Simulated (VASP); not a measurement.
# MgF2 (Sellaite) (P4_2/mnm) in VASP: single point with PBEsol+D4

Aim: the single point of MgF2 (Sellaite) with PBEsol+D4.

All numbers are computed with VASP 6.6.1; they aren't measurements. Logs are shortened: lines on timing, memory, paths and dates and some standing lists are left out, and cuts for length are marked.

### Step 1. The cell of the first run

It takes space group P4_2/mnm (No. 136, tetragonal). The conventional cell has a = 4.625 Å, b = 4.625 Å, c = 3.052 Å, α = 90.00°, β = 90.00°, γ = 90.00°. Within 2.6 Å of Mg (site symmetry mmm) lie 6 F at 1.98 to 2.00 Å. Within 2.6 Å of F (site symmetry m2m) lie 3 Mg at 1.98 to 2.00 Å and 1 F at 2.58 Å.

### Step 2. Single point, PBEsol+D4

INCAR reads:

```
SYSTEM = MgF2
ALGO = Normal
EDIFF = 1E-6
ENCUT = 600
GGA = PS
GGA_COMPAT = .False.
ISIF = 2
ISMEAR = 0
IVDW = 13
LASPH = .True.
LCHARG = .False.
LREAL = .False.
LWAVE = .False.
NBANDS = 25
NELM = 120
PREC = Accurate
SIGMA = 0.01
```

KPOINTS reads:

```
k-points
0
Gamma
  4 4 6
  0 0 0
```

POSCAR reads:

```
MgF2
1.0
    4.6250000000      0.0000000000      0.0000000000
    0.0000000000      4.6250000000      0.0000000000
    0.0000000000      0.0000000000      3.0520000000
Mg F
2 4
Direct
    0.0000000000      0.0000000000      0.0000000000
    0.5000000000      0.5000000000      0.5000000000
    0.3030000000      0.3030000000      0.0000000000
    0.1970000000      0.8030000000      0.5000000000
    0.6970000000      0.6970000000      0.0000000000
    0.8030000000      0.1970000000      0.5000000000
```

Potentials or basis: VASP PAW PBE potentials, release 64 (Mg, F).

On the command line:

```console
$ cat potpaw_PBE.64/Mg/POTCAR potpaw_PBE.64/F/POTCAR > POTCAR
$ mpirun -np 1 vasp_std > vasp.out
```

OUTCAR:

```text
SYSTEM = MgF2
   EDIFF = 1E-6
   ENCUT = 600
   GGA = PS
   ISIF = 2
   ISMEAR = 0
   IVDW = 13
   LASPH = .True.
   LREAL = .False.
   NELM = 120
   PREC = Accurate

 ion  position               nearest neighbor table
   1  0.000  0.000  0.000-   3 1.98   5 1.98   4 2.00   6 2.00   4 2.00   6 2.00   2 3.61   2 3.61
                             2 3.61   2 3.61   2 3.61   2 3.61   2 3.61   2 3.61
   2  0.500  0.500  0.500-   4 1.98   6 1.98   5 2.00   3 2.00   3 2.00   5 2.00   1 3.61   1 3.61
                             1 3.61   1 3.61   1 3.61   1 3.61   1 3.61   1 3.61
   3  0.303  0.303  0.000-   1 1.98   2 2.00   2 2.00
   4  0.197  0.803  0.500-   2 1.98   1 2.00   1 2.00
   5  0.697  0.697  0.000-   1 1.98   2 2.00   2 2.00
   6  0.803  0.197  0.500-   2 1.98   1 2.00   1 2.00

  LATTYP: Found a simple tetragonal cell.
 ALAT       =     4.6250000000
 C/A-ratio  =     0.6598918919

  Lattice vectors:

 A1 = (   4.6250000000,   0.0000000000,   0.0000000000)
 A2 = (   0.0000000000,   4.6250000000,   0.0000000000)
 A3 = (   0.0000000000,   0.0000000000,   3.0520000000)

Analysis of symmetry for initial positions (statically):
=====================================================================
 Subroutine PRICEL returns:
 Original cell was already a primitive cell.

 Routine SETGRP: Setting up the symmetry group for a
 simple tetragonal supercell.

 Subroutine GETGRP returns: Found 16 space group operations
 (whereof  8 operations were pure point group operations)
 out of a pool of 16 trial point group operations.

The static configuration has the point symmetry D_2h.
 The point group associated with its full space group is D_4h.

Analysis of symmetry for dynamics (positions and initial velocities):
=====================================================================
 Subroutine PRICEL returns:
 Original cell was already a primitive cell.

 Routine SETGRP: Setting up the symmetry group for a
 simple tetragonal supercell.

 Subroutine GETGRP returns: Found 16 space group operations
 (whereof  8 operations were pure point group operations)
 out of a pool of 16 trial point group operations.

The dynamic configuration has the point symmetry D_2h.
 The point group associated with its full space group is D_4h.

 Subroutine INISYM returns: Found 16 space group operations
 (whereof  8 operations are pure point group operations),
 and found     1 'primitive' translations

----------------------------------------------------------------------------------------

                                     Primitive cell

  volume of cell :      65.2842

  direct lattice vectors                    reciprocal lattice vectors
     4.625000000  0.000000000  0.000000000     0.216216216  0.000000000  0.000000000
     0.000000000  4.625000000  0.000000000     0.000000000  0.216216216  0.000000000
     0.000000000  0.000000000  3.052000000     0.000000000  0.000000000  0.327653997

  length of vectors
     4.625000000  4.625000000  3.052000000     0.216216216  0.216216216  0.327653997

  position of ions in fractional coordinates (direct lattice)
     0.000000000  0.000000000  0.000000000
     0.500000000  0.500000000  0.500000000
     0.303000000  0.303000000  0.000000000
     0.197000000  0.803000000  0.500000000
     0.697000000  0.697000000  0.000000000
     0.803000000  0.197000000  0.500000000

  ion indices of the primitive-cell ions
   primitive index   ion index
                 1           1
                 2           2
                 3           3
                 4           4
                 5           5
                 6           6

----------------------------------------------------------------------------------------

 KPOINTS: k-points

Automatic generation of k-mesh.
 Grid dimensions read from file:
 generate k-points for:    4    4    6

 Generating k-lattice:

  Cartesian coordinates                     Fractional coordinates (reciprocal lattice)
     0.054054054  0.000000000  0.000000000     0.250000000  0.000000000  0.000000000
     0.000000000  0.054054054  0.000000000     0.000000000  0.250000000  0.000000000
     0.000000000  0.000000000  0.054609000     0.000000000  0.000000000  0.166666667

  Length of vectors
     0.054054054  0.054054054  0.054609000

  Shift w.r.t. Gamma in fractional coordinates (k-lattice)
     0.000000000  0.000000000  0.000000000

 Subroutine IBZKPT returns following result:
 ===========================================

 Found     24 irreducible k-points:

 Following reciprocal coordinates:
            Coordinates               Weight
  0.000000  0.000000  0.000000      1.000000
  0.250000  0.000000  0.000000      4.000000
  0.500000  0.000000  0.000000      2.000000
  0.250000  0.250000  0.000000      4.000000
  0.500000  0.250000  0.000000      4.000000
  0.500000  0.500000  0.000000      1.000000
[... 16 lines left out ...]
  0.500000  0.250000  0.500000      4.000000
  0.500000  0.500000  0.500000      1.000000
   k-points           NKPTS =     24   k-points in BZ     NKDIM =     24   number of bands    NBANDS=     25
   number of dos      NEDOS =    301   number of ions     NIONS =      6
   total plane-waves  NPLWV =  38400
   dimension x,y,z NGX =    40 NGY =   40 NGZ =   24
   dimension x,y,z NGXF=    80 NGYF=   80 NGZF=   48
   ions per type =               2   4
   NGX,Y,Z   is equivalent  to a cutoff of  14.38, 14.38, 13.07 a.u.
   NGXF,Y,Z  is equivalent  to a cutoff of  28.76, 28.76, 26.15 a.u.
 SYSTEM =  MgF2
   PREC   = accura    normal or accurate (medium, high low for compatibility)
   ISTART =      0    job   : 0-new  1-cont  2-samecut
   ICHARG =      2    charge: 1-file 2-atom 10-const
   ISPIN  =      1    spin polarized calculation?
   LNONCOLLINEAR =      F non collinear calculations
   LSORBIT =      F    spin-orbit coupling
   LASPH  =      T    aspherical Exc in radial PAW
   ENCUT  =  600.0 eV  44.10 Ry    6.64 a.u.   9.24  9.24  6.10*2*pi/ulx,y,z
   NELM   =    120;   NELMIN=  2; NELMDL= -5     # of ELM steps
   EDIFF  = 0.1E-05   stopping-criterion for ELM
   LREAL  =      F    real-space projection
   EDIFFG = 0.1E-04   stopping-criterion for IOM
   NSW    =      0    number of steps for IOM
   IBRION =     -1    ionic relax: 0-MD 1-quasi-New 2-CG
   NFREE  =      0    steps in history (QN), initial steepest desc. (CG)
   ISIF   =      2    stress and relaxation
   ISYM   =      2    0-nonsym 1-usesym 2-fastsym
   POTIM  = 0.5000    time-step for ionic-motion
   TEBEG  =    0.0;   TEEND  =   0.0 temperature during run
   PSTRESS=    0.0 pullay stress
   NELECT =      32.0000    total number of electrons
   NUPDOWN=      -1.0000    fix difference up-down
   EMIN   =  10.00;   EMAX   =-10.00  energy-range for DOS
   EFERMI =   0.00;   METHOD = LEGACY
   ISMEAR =     0;   SIGMA  =   0.01  broadening in eV -4-tet -1-fermi 0-gaus
   EFERMI_NEDOS =   21; number of points for ismear=-14 and -15
   IALGO  =     38    algorithm
   IMIX   =      4    mixing-type and parameters
     AMIX     =   0.40;   BMIX     =  1.00
     AMIX_MAG =   1.60;   BMIX_MAG =  1.00
  volume/ion in A,a.u.               =      10.88        73.43
  Fermi-wavevector in a.u.,A,eV,Ry     =   1.290790  2.439239 22.669184  1.666138
  Thomas-Fermi vector in A             =   2.422600
   LORBIT       =      0    0 simple, 1 ext, 2 COOP (PROOUT), +10 PAW based schemes
   GGA     = PS    functional components
   LHFCALC =     F    Hartree Fock is set to
   AEXX    =    0.0000 exact exchange contribution
   IVDW    =    13    specifies the selected vdW correction
   LEPSILON=     F    determine dielectric tensor
   LRPA    =     F    only Hartree local field effects (RPA)
 non-spin polarized calculation
 Gauss-broadening in eV      SIGMA  =   0.01
  energy-cutoff  :      600.00
  volume of cell :       65.28
 maximum number of plane-waves:      2196
 NGX is ok and might be reduce to    40
   NGX = 19   NGY = 19   NGZ = 13

 number of electron      32.0000022 magnetization

 Free energy of the ion-electron system (eV)
  ---------------------------------------------------
  ext. energy  EPLUGINS =         0.00000000
  ---------------------------------------------------
  free energy    TOTEN  =       -32.60974522 eV

  energy without entropy =      -32.60974522  energy(sigma->0) =      -32.60974522

 E-fermi :  -1.2442     XC(G=0):  -9.9911

 val. band max:       -1.3060968394   @ k =   0.0000   0.0000   0.0000
 cond. band min:       5.6185727876   @ k =   0.0000   0.0000   0.0000
 fundamental gap:      6.9246696270
 Fermi energy:        -1.2442444622

 k-point     1 :       0.0000    0.0000    0.0000
  band No.  band energies     occupation
      1     -21.9560      2.00000
      2     -21.1329      2.00000
      3     -21.1329      2.00000
      4     -21.0385      2.00000
      5      -5.4390      2.00000
      6      -3.8478      2.00000
[... 17 lines left out ...]
     24      17.0250      0.00000
     25      17.0250      0.00000

 k-point     2 :       0.2500    0.0000    0.0000
  band No.  band energies     occupation
      1     -21.8554      2.00000
      2     -21.3036      2.00000
      3     -21.1053      2.00000
      4     -21.0090      2.00000
      5      -5.2138      2.00000
      6      -4.0145      2.00000
[... 17 lines left out ...]
     24      16.5361      0.00000
     25      17.1044      0.00000

 k-point     3 :       0.5000    0.0000    0.0000
  band No.  band energies     occupation
      1     -21.5983      2.00000
      2     -21.5983      2.00000
      3     -21.0447      2.00000
      4     -21.0447      2.00000
      5      -4.6812      2.00000
      6      -4.6812      2.00000
[... 552 lines left out ...]
 k-point    23 :       0.5000    0.2500    0.5000
  band No.  band energies     occupation
      1     -21.2883      2.00000
      2     -21.2883      2.00000
      3     -21.0984      2.00000
      4     -21.0984      2.00000
      5      -4.9229      2.00000
      6      -4.9229      2.00000
[... 17 lines left out ...]
     24      14.1154      0.00000
     25      15.9264      0.00000

 k-point    24 :       0.5000    0.5000    0.5000
  band No.  band energies     occupation
      1     -21.2874      2.00000
      2     -21.2874      2.00000
      3     -21.0965      2.00000
      4     -21.0965      2.00000
      5      -5.1231      2.00000
      6      -5.1231      2.00000
[... 17 lines left out ...]
     24      13.5892      0.00000
     25      16.5290      0.00000

------------------------ aborting loop because EDIFF is reached ----------------------------------------

  DFT-D4 for vdW energy calculation

  Edisp (eV):   -0.39498

  FORCE on cell =-STRESS in cart. coord.  units (eV):
  Direction    XX          YY          ZZ          XY          YZ          ZX
  --------------------------------------------------------------------------------------
  -------------------------------------------------------------------------------------
  Total      -0.41202    -0.41202    -0.39299     0.00000     0.00000     0.00000
  in kB     -10.11165   -10.11165    -9.64449     0.00000     0.00000     0.00000
  external pressure =       -9.96 kB  Pullay stress =        0.00 kB

 VOLUME and BASIS-vectors are now :
 -----------------------------------------------------------------------------
  energy-cutoff  :      600.00
  volume of cell :       65.28
      direct lattice vectors                 reciprocal lattice vectors
     4.625000000  0.000000000  0.000000000     0.216216216  0.000000000  0.000000000
     0.000000000  4.625000000  0.000000000     0.000000000  0.216216216  0.000000000
     0.000000000  0.000000000  3.052000000     0.000000000  0.000000000  0.327653997

 POSITION                                       TOTAL-FORCE (eV/Angst)
 -----------------------------------------------------------------------------------
      0.00000      0.00000      0.00000         0.000000      0.000000      0.000000
      2.31250      2.31250      1.52600         0.000000      0.000000      0.000000
      1.40137      1.40137      0.00000         0.011819      0.011819      0.000000
      0.91113      3.71387      1.52600        -0.011819      0.011819      0.000000
      3.22363      3.22363      0.00000        -0.011819     -0.011819      0.000000
      3.71387      0.91113      1.52600         0.011819     -0.011819      0.000000
 -----------------------------------------------------------------------------------
    total drift:                                0.000000     -0.000000     -0.000000

  FREE ENERGIE OF THE ION-ELECTRON SYSTEM (eV)
  ---------------------------------------------------
  free  energy   TOTEN  =       -33.0047290076 eV

  energy  without entropy=      -33.0047290076  energy(sigma->0) =      -33.00472901
```

It took 52 s on 1 thread of Intel Xeon 8259CL, shared host; peak memory 0.2 GiB.

What came out:

- Free energy: -33.0047 eV
- Pressure: -1.0 GPa
- Largest force: 0.017 eV/Å
- Band gap on the k mesh: 6.92 eV, direct
- Dispersion energy per atom: -0.066 eV

Forces in eV/Å, atoms in the order of the input:
```
Mg   0.000  0.000  0.000
Mg   0.000  0.000  0.000
F    0.012  0.012  0.000
F   -0.012  0.012  0.000
F   -0.012 -0.012  0.000
F    0.012 -0.012  0.000
```

Caveat: the PAW data sets were made with another functional, which shifts forces and pressure a little.
